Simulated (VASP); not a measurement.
# BeS (F-43m) in VASP: a series of runs

Runs on BeS. Level: PBE+D3(BJ). Tasks: single point, relaxation of cell and atoms.

Program: VASP 6.6.1. These are calculated values, not measurements. Logs are shortened: lines on timing, memory, paths and dates and some standing lists are left out, and cuts for length are marked.

### 1 The cell of the first run

Symmetry: F-43m, No. 216, cubic system. Conventional cell: a = 4.815 Å, b = 4.815 Å, c = 4.815 Å, α = 90.00°, β = 90.00°, γ = 90.00°. Be (site symmetry -43m) has 4 S at 2.08 Å within 2.8 Å. Within 2.8 Å of S (site symmetry -43m) lie 4 Be at 2.08 Å.

### 2 Single point, PBE+D3(BJ)

INCAR reads:

```
SYSTEM = BeS
ALGO     = Normal         ! electronic algorithm
EDIFF    = 1E-6           ! SCF threshold, eV
ENCUT    = 600            ! plane-wave cutoff, eV
GGA      = PE             ! functional
GGA_COMPAT= .False.      
ISIF     = 2              ! what is computed and relaxed
ISMEAR   = 0              ! smearing method
IVDW     = 12             ! dispersion correction
LASPH    = .True.         ! aspherical terms in the spheres
LCHARG   = .False.        ! write CHGCAR
LREAL    = .False.        ! projectors in reciprocal space
LWAVE    = .False.        ! write WAVECAR
NBANDS   = 11             ! bands
NELM     = 120            ! most SCF steps
PREC     = Accurate       ! precision mode
SIGMA    = 0.02           ! smearing width, eV
```

KPOINTS reads:

```
k-points
0
Gamma
  8 8 8
  0 0 0
```

POSCAR reads:

```
BeS
1.0
    0.0000000000      2.4074639813      2.4074639813
    2.4074639813      0.0000000000      2.4074639813
    2.4074639813      2.4074639813      0.0000000000
Be S
1 1
Direct
    0.0000000000      0.0000000000      0.0000000000
    0.7500000000      0.7500000000      0.7500000000
```

Potentials or basis: VASP PAW PBE potentials, release 64 (Be, S).

Started as:

```bash
$ cat potpaw_PBE.64/Be/POTCAR potpaw_PBE.64/S/POTCAR > POTCAR
$ mpirun -np 1 vasp_std > vasp.out
```

OUTCAR:

```text
SYSTEM = BeS
   EDIFF = 1E-6
   ENCUT = 600
   GGA = PE
   ISIF = 2
   ISMEAR = 0
   IVDW = 12
   LASPH = .True.
   LREAL = .False.
   NELM = 120
   PREC = Accurate
 IVDW          = 12

 ion  position               nearest neighbor table
   1  0.000  0.000  0.000-   2 2.08   2 2.08   2 2.08   2 2.08
   2  0.750  0.750  0.750-   1 2.08   1 2.08   1 2.08   1 2.08

  LATTYP: Found a face centered cubic cell.
 ALAT       =     4.8149279626

  Lattice vectors:

 A1 = (   0.0000000000,   2.4074639813,   2.4074639813)
 A2 = (   2.4074639813,   0.0000000000,   2.4074639813)
 A3 = (   2.4074639813,   2.4074639813,   0.0000000000)

Analysis of symmetry for initial positions (statically):
[... 5 lines left out ...]
 face centered cubic supercell.

 Subroutine GETGRP returns: Found 24 space group operations
 (whereof 24 operations were pure point group operations)
 out of a pool of 48 trial point group operations.

The static configuration has the point symmetry T_d .

Analysis of symmetry for dynamics (positions and initial velocities):
[... 5 lines left out ...]
 face centered cubic supercell.

 Subroutine GETGRP returns: Found 24 space group operations
 (whereof 24 operations were pure point group operations)
 out of a pool of 48 trial point group operations.

The dynamic configuration has the point symmetry T_d .

 Subroutine INISYM returns: Found 24 space group operations
 (whereof 24 operations are pure point group operations),
 and found     1 'primitive' translations

----------------------------------------------------------------------------------------

                                     Primitive cell

  volume of cell :      27.9068

  direct lattice vectors                    reciprocal lattice vectors
     0.000000000  2.407463981  2.407463981    -0.207687427  0.207687427  0.207687427
     2.407463981  0.000000000  2.407463981     0.207687427 -0.207687427  0.207687427
     2.407463981  2.407463981  0.000000000     0.207687427  0.207687427 -0.207687427

  length of vectors
     3.404668213  3.404668213  3.404668213     0.359725176  0.359725176  0.359725176

  position of ions in fractional coordinates (direct lattice)
     0.000000000  0.000000000  0.000000000
     0.750000000  0.750000000  0.750000000

  ion indices of the primitive-cell ions
   primitive index   ion index
                 1           1
                 2           2

----------------------------------------------------------------------------------------

 KPOINTS: k-points

Automatic generation of k-mesh.
 Grid dimensions read from file:
 generate k-points for:    8    8    8

 Generating k-lattice:

  Cartesian coordinates                     Fractional coordinates (reciprocal lattice)
    -0.025960928  0.025960928  0.025960928     0.125000000  0.000000000  0.000000000
     0.025960928 -0.025960928  0.025960928     0.000000000  0.125000000  0.000000000
     0.025960928  0.025960928 -0.025960928     0.000000000  0.000000000  0.125000000

  Length of vectors
     0.044965647  0.044965647  0.044965647

  Shift w.r.t. Gamma in fractional coordinates (k-lattice)
     0.000000000  0.000000000  0.000000000

 Subroutine IBZKPT returns following result:
 ===========================================

 Found     29 irreducible k-points:

 Following reciprocal coordinates:
            Coordinates               Weight
  0.000000  0.000000  0.000000      1.000000
  0.125000  0.000000  0.000000      8.000000
  0.250000  0.000000  0.000000      8.000000
  0.375000  0.000000  0.000000      8.000000
  0.500000  0.000000  0.000000      4.000000
  0.125000  0.125000  0.000000      6.000000
[... 16 lines left out ...]
  0.500000  0.250000  0.125000     48.000000
 -0.375000  0.250000  0.125000     24.000000
 [... further k-points ...]
   k-points           NKPTS =     29   k-points in BZ     NKDIM =     29   number of bands    NBANDS=     11
   number of dos      NEDOS =    301   number of ions     NIONS =      2
   total plane-waves  NPLWV =  21952
   dimension x,y,z NGX =    28 NGY =   28 NGZ =   28
   dimension x,y,z NGXF=    56 NGYF=   56 NGZF=   56
   ions per type =               1   1
   NGX,Y,Z   is equivalent  to a cutoff of  13.67, 13.67, 13.67 a.u.
   NGXF,Y,Z  is equivalent  to a cutoff of  27.34, 27.34, 27.34 a.u.
 SYSTEM =  BeS
   PREC   = accura    normal or accurate (medium, high low for compatibility)
   ISTART =      0    job   : 0-new  1-cont  2-samecut
   ICHARG =      2    charge: 1-file 2-atom 10-const
   ISPIN  =      1    spin polarized calculation?
   LNONCOLLINEAR =      F non collinear calculations
   LSORBIT =      F    spin-orbit coupling
   LASPH  =      T    aspherical Exc in radial PAW
   ENCUT  =  600.0 eV  44.10 Ry    6.64 a.u.   6.80  6.80  6.80*2*pi/ulx,y,z
   NELM   =    120;   NELMIN=  2; NELMDL= -5     # of ELM steps
   EDIFF  = 0.1E-05   stopping-criterion for ELM
   LREAL  =      F    real-space projection
   EDIFFG = 0.1E-04   stopping-criterion for IOM
   NSW    =      0    number of steps for IOM
   IBRION =     -1    ionic relax: 0-MD 1-quasi-New 2-CG
   NFREE  =      0    steps in history (QN), initial steepest desc. (CG)
   ISIF   =      2    stress and relaxation
   ISYM   =      2    0-nonsym 1-usesym 2-fastsym
   POTIM  = 0.5000    time-step for ionic-motion
   TEBEG  =    0.0;   TEEND  =   0.0 temperature during run
   PSTRESS=    0.0 pullay stress
   NELECT =       8.0000    total number of electrons
   NUPDOWN=      -1.0000    fix difference up-down
   EMIN   =  10.00;   EMAX   =-10.00  energy-range for DOS
   EFERMI =   0.00;   METHOD = LEGACY
   ISMEAR =     0;   SIGMA  =   0.02  broadening in eV -4-tet -1-fermi 0-gaus
   EFERMI_NEDOS =   21; number of points for ismear=-14 and -15
   IALGO  =     38    algorithm
   IMIX   =      4    mixing-type and parameters
     AMIX     =   0.40;   BMIX     =  1.00
     AMIX_MAG =   1.60;   BMIX_MAG =  1.00
  volume/ion in A,a.u.               =      13.95        94.16
  Fermi-wavevector in a.u.,A,eV,Ry     =   1.079448  2.039861 15.853615  1.165208
  Thomas-Fermi vector in A             =   2.215413
   LORBIT       =      0    0 simple, 1 ext, 2 COOP (PROOUT), +10 PAW based schemes
   GGA     = PE    functional components
   LHFCALC =     F    Hartree Fock is set to
   AEXX    =    0.0000 exact exchange contribution
   IVDW    =    12    specifies the selected vdW correction
   LEPSILON=     F    determine dielectric tensor
   LRPA    =     F    only Hartree local field effects (RPA)
 non-spin polarized calculation
 Gauss-broadening in eV      SIGMA  =   0.02
  energy-cutoff  :      600.00
  volume of cell :       27.91
 maximum number of plane-waves:       950
   NGX = 13   NGY = 13   NGZ = 13

 number of electron       8.0000000 magnetization

 Free energy of the ion-electron system (eV)
  ---------------------------------------------------
  ext. energy  EPLUGINS =         0.00000000
  ---------------------------------------------------
  free energy    TOTEN  =       -10.00088973 eV

  energy without entropy =      -10.00088973  energy(sigma->0) =      -10.00088973

 E-fermi :   4.5282     XC(G=0):  -9.8211

 val. band max:        4.4026802322   @ k =   0.0000   0.0000   0.0000
 cond. band min:       7.4636174304   @ k =   0.5000   0.5000   0.0000
 fundamental gap:      3.0609371982
 Fermi energy:         4.5282122948

 k-point     1 :       0.0000    0.0000    0.0000
  band No.  band energies     occupation
      1      -9.4384      2.00000
      2       4.4027      2.00000
      3       4.4027      2.00000
      4       4.4027      2.00000
      5      10.0622      0.00000
      6      10.0622      0.00000
      7      10.0622      0.00000
      8      10.4753      0.00000
      9      17.2585      0.00000
     10      17.2585      0.00000
     11      19.4451      0.00000

 k-point     2 :       0.1250    0.0000    0.0000
  band No.  band energies     occupation
      1      -9.2558      2.00000
      2       3.1758      2.00000
      3       4.1962      2.00000
      4       4.1962      2.00000
      5      10.0579      0.00000
      6      10.4289      0.00000
      7      10.4289      0.00000
      8      11.7231      0.00000
      9      16.5590      0.00000
     10      16.5590      0.00000
     11      19.2400      0.00000

 k-point     3 :       0.2500    0.0000    0.0000
  band No.  band energies     occupation
      1      -8.7513      2.00000
      2       1.0247      2.00000
      3       3.7865      2.00000
      4       3.7865      2.00000
      5      10.0248      0.00000
      6      10.9832      0.00000
      7      10.9832      0.00000
      8      13.8447      0.00000
      9      16.3229      0.00000
     10      16.3229      0.00000
     11      18.7821      0.00000

 k-point     4 :       0.3750    0.0000    0.0000
  band No.  band energies     occupation
      1      -8.1062      2.00000
      2      -0.7817      2.00000
      3       3.4578      2.00000
      4       3.4578      2.00000
      5       9.9817      0.00000
      6      11.0404      0.00000
      7      11.0404      0.00000
      8      15.3179      0.00000
      9      17.7138      0.00000
     10      17.7138      0.00000
     11      19.0094      0.00000
[... 239 lines left out ...]
 k-point    22 :       0.3750    0.2500    0.1250
  band No.  band energies     occupation
      1      -8.3382      2.00000
      2       0.7940      2.00000
      3       2.1925      2.00000
      4       3.2492      2.00000
      5       9.9379      0.00000
      6      11.7405      0.00000
      7      11.9732      0.00000
      8      13.0340      0.00000
      9      16.1447      0.00000
     10      18.9508      0.00000
     11      20.5275      0.00000

 k-point    23 :       0.5000    0.2500    0.1250
  band No.  band energies     occupation
      1      -7.7690      2.00000
      2      -0.4054      2.00000
      3       1.6503      2.00000
      4       2.7614      2.00000
      5      10.4116      0.00000
      6      11.2598      0.00000
      7      12.9666      0.00000
      8      13.7655      0.00000
      9      17.1666      0.00000
     10      18.9555      0.00000
     11      21.0689      0.00000

 k-point    24 :      -0.3750    0.2500    0.1250
  band No.  band energies     occupation
      1      -7.4806      2.00000
      2      -0.9817      2.00000
      3       1.5574      2.00000
      4       2.5072      2.00000
      5      10.4906      0.00000
      6      11.0479      0.00000
      7      13.6401      0.00000
      8      15.0234      0.00000
      9      15.9448      0.00000
     10      19.8630      0.00000
     11      20.5637      0.00000

 [... further k-points ...]

------------------------ aborting loop because EDIFF is reached ----------------------------------------

 Edisp (eV)   -0.61673

 E8    (eV) :    -0.2211

  FORCE on cell =-STRESS in cart. coord.  units (eV):
  Direction    XX          YY          ZZ          XY          YZ          ZX
  --------------------------------------------------------------------------------------
  -------------------------------------------------------------------------------------
  Total       0.01888     0.01888     0.01888     0.00000     0.00000     0.00000
  in kB       1.08376     1.08376     1.08376     0.00000     0.00000     0.00000
  external pressure =        1.08 kB  Pullay stress =        0.00 kB

 VOLUME and BASIS-vectors are now :
 -----------------------------------------------------------------------------
  energy-cutoff  :      600.00
  volume of cell :       27.91
      direct lattice vectors                 reciprocal lattice vectors
     0.000000000  2.407463981  2.407463981    -0.207687427  0.207687427  0.207687427
     2.407463981  0.000000000  2.407463981     0.207687427 -0.207687427  0.207687427
     2.407463981  2.407463981  0.000000000     0.207687427  0.207687427 -0.207687427

 POSITION                                       TOTAL-FORCE (eV/Angst)
 -----------------------------------------------------------------------------------
      0.00000      0.00000      0.00000        -0.000000     -0.000000     -0.000000
      3.61120      3.61120      3.61120         0.000000      0.000000      0.000000
 -----------------------------------------------------------------------------------
    total drift:                               -0.000000     -0.000000     -0.000000

  FREE ENERGIE OF THE ION-ELECTRON SYSTEM (eV)
  ---------------------------------------------------
  free  energy   TOTEN  =       -10.6176246597 eV

  energy  without entropy=      -10.6176246597  energy(sigma->0) =      -10.61762466
```

Wall time 10 s (1 thread of Intel Xeon 6975P-C, shared host); peak memory 0.16 GiB.

What came out:

- Free energy: -10.6176 eV
- Pressure: 0.1 GPa
- Band gap on the k mesh: 3.06 eV, indirect (least direct gap 5.66 eV)
- Dispersion energy per atom: -0.308 eV

Levels at points of the mesh, in eV from the valence-band top:
```tsv
k point	band 1	band 2	band 3	band 4	band 5	band 6	band 7	band 8
(0.00, 0.00, 0.00)	-13.84	0.00	0.00	0.00	5.66	5.66	5.66	6.07
(0.50, 0.00, 0.00)	-12.17	-5.93	-1.06	-1.06	5.56	6.56	6.56	11.31
(0.50, 0.50, 0.00)	-11.61	-5.13	-2.72	-2.72	3.06	4.90	12.96	12.96
```

### 3 Relaxation of cell and atoms, PBE+D3(BJ)

This run uses another cell than the first one, of 14.44 Å³/atom, 1.035 times its volume.

INCAR reads:

```
PREC = Accurate
ENCUT = 600
EDIFF = 1E-7
ISMEAR = 0
SIGMA = 0.02
LREAL = False
LASPH = True
NELM = 120
ALGO = Normal
ISIF = 3
LWAVE = False
LCHARG = False
GGA = PE
IVDW = 12
IBRION = 2
NSW = 70
EDIFFG = -0.02
GGA_COMPAT = False
NELMIN = 4
```

KPOINTS reads:

```
regular mesh
0
Gamma
  8 8 8
```

POSCAR reads:

```
BeS
1.0
    0.0000000000      2.4351520000      2.4351520000
    2.4351520000      0.0000000000      2.4351520000
    2.4351520000      2.4351520000      0.0000000000
Be S
1 1
Direct
    0.0000000000      0.0000000000      0.0000000000
    0.7500000000      0.7500000000      0.7500000000
```

Potentials or basis: VASP PAW PBE potentials, release 64 (Be, S).

Started as:

```bash
$ cat potpaw_PBE.64/Be/POTCAR potpaw_PBE.64/S/POTCAR > POTCAR
$ mpirun -np 1 vasp_std > vasp.out
```

It took 19 s on 1 thread of Intel Xeon 6975P-C, shared host; peak memory 0.16 GiB.

Results (log left out):

* Free energy: -10.6177 eV
* Relaxed volume: 13.97 Å³/atom
* Relaxed cell: a = 3.406 Å, b = 3.406 Å, c = 3.406 Å, α = 60.00°, β = 60.00°, γ = 60.00°
* Space group after relaxing (to 0.05 Å): F-43m (No. 216)
* Energy gained by relaxing: 4.7 meV/atom
* Ionic steps: 3
* Pressure after relaxing: 0.0 GPa
* Band gap on the k mesh: 3.06 eV, indirect (least direct gap 5.66 eV)
* Dispersion energy per atom: -0.308 eV

The path:
| step | energy change (eV) | largest force (eV/Å) | pressure (GPa) | volume (Å³) |
| --- | --- | --- | --- | --- |
| 1 | 0.0000 | 0.0000 | -3.12 | 28.88 |
| 2 | -0.0090 | 0.0000 | 0.78 | 27.72 |
| 3 | -0.0095 | 0.0000 | 0.01 | 27.93 |

Final structure:
```
Be S
1.0
     0.00000    2.40825    2.40825
     2.40825    0.00000    2.40825
     2.40825    2.40825    0.00000
Be S
1 1
Direct
  0.00000 0.00000 0.00000
  0.75000 0.75000 0.75000
```

Levels at points of the mesh, in eV from the valence-band top:
```tsv
k point	band 1	band 2	band 3	band 4	band 5	band 6	band 7	band 8
(0.00, 0.00, 0.00)	-13.83	0.00	0.00	0.00	5.66	5.66	5.66	6.06
(0.50, 0.00, 0.00)	-12.17	-5.92	-1.06	-1.06	5.55	6.56	6.56	11.31
(0.50, 0.50, 0.00)	-11.60	-5.13	-2.71	-2.71	3.06	4.90	12.95	12.95
```

A k mesh can miss the band edges. As with any semilocal functional, this PBE gap is likely too small.
